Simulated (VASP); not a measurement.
ZrSi2:

```
CELL_PARAMETERS angstrom
7.14157 0.00000 0.00000
0.00000 7.14157 0.00000
0.00000 0.00000 2.82499
ATOMIC_POSITIONS crystal
Zr 0.00000 0.00000 0.00000
Zr 0.50000 0.50000 0.50000
Si 0.26607 0.26607 0.00000
Si 0.23393 0.76607 0.50000
Si 0.73393 0.73393 0.00000
Si 0.76607 0.23393 0.50000
```

| Item | Value |
| --- | --- |
| Program | VASP 6.6.1 |
| Task | relaxation of cell and atoms |
| Functional | PBE |
| Potentials or basis | VASP PAW PBE potentials, release 64 (Zr_sv, Si) |
| Cutoff | 600 eV |
| k mesh | 6 × 6 × 14 |
| Occupations | gaussian, width 0.1 eV |
| Spin | no spin polarisation |

At the start: pressure -0.1 GPa; volume 24.01 Å³/atom.

Task: How do energy, volume and symmetry change on relaxing?

Result: Over 6 steps the energy falls by 10.6 meV/atom and the volume is 23.85 Å³/atom (-0.7 %); space group P4_2/mnm (No. 136, to 0.1 Å) before and after.

The path:
| step | energy change (eV) | largest force (eV/Å) | pressure (GPa) | volume (Å³) |
| --- | --- | --- | --- | --- |
| 1 | 0.0000 | 0.0140 | -0.10 | 144.08 |
| 2 | -0.0486 | 0.0928 | -0.11 | 143.72 |
| 3 | -0.0589 | 0.1364 | -0.04 | 143.46 |
| 4 | -0.0591 | 0.1434 | -0.04 | 143.41 |
| 5 | -0.0624 | 0.0671 | -0.02 | 143.24 |
| 6 | -0.0633 | 0.0017 | 0.00 | 143.10 |

Final structure:
```
Zr Si
1.0
     7.25146    0.00000    0.00000
     0.00000    7.25146    0.00000
     0.00000    0.00000    2.72136
Zr Si
2 4
Direct
  0.00000 0.00000 0.00000
  0.50000 0.50000 0.50000
  0.26451 0.26451 0.00000
  0.23549 0.76451 0.50000
  0.73549 0.73549 0.00000
  0.76451 0.23549 0.50000
```
